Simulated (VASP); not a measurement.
A run of VASP 6.6.1 is set up as follows.

The input INCAR:

```
SYSTEM = RbBr
  PREC = Accurate
  ENCUT = 520
  EDIFF = 1E-6
  ISMEAR = 0
  SIGMA = 0.01
  LREAL = .FALSE.
  LASPH = .TRUE.
  NELM = 100
  ALGO = Normal
  ISIF = 2
  LWAVE = .FALSE.
  LCHARG = .FALSE.
  GGA = PE
  NBANDS = 15
```

Contents of KPOINTS:

```
Automatic mesh
0
G
  4 4 4
  0 0 0
```

File POSCAR:

```
RbBr
1.0
    0.0000000000      3.4608261073      3.5473467599
    3.4608261073      0.0000000000      3.5473467599
    3.4608261073      3.4608261073      0.0000000000
Rb Br
1 1
Direct
    0.0000000000      0.0000000000      0.0000000000
    0.5000000000      0.5000000000      0.5000000000
```

Potentials or basis: VASP PAW PBE potentials, release 64 (Rb_sv, Br).

Run with:

```bash
$ cat potpaw_PBE.64/Rb_sv/POTCAR potpaw_PBE.64/Br/POTCAR > POTCAR
$ mpirun -np 1 vasp_std > vasp.out
```

**Question.** What does it give for the pressure?

**Answer.** 0.2 GPa.

**Question.** What does it give for the band gap on the k mesh?

**Answer.** 4.22 eV.

Stress tensor (GPa, compression positive):
```
 0.45  0.00  0.00
 0.00  0.45  0.00
 0.00  0.00 -0.15
```

Caveat: the cell differs from its parent crystal (uniaxial z strain +2.5%).
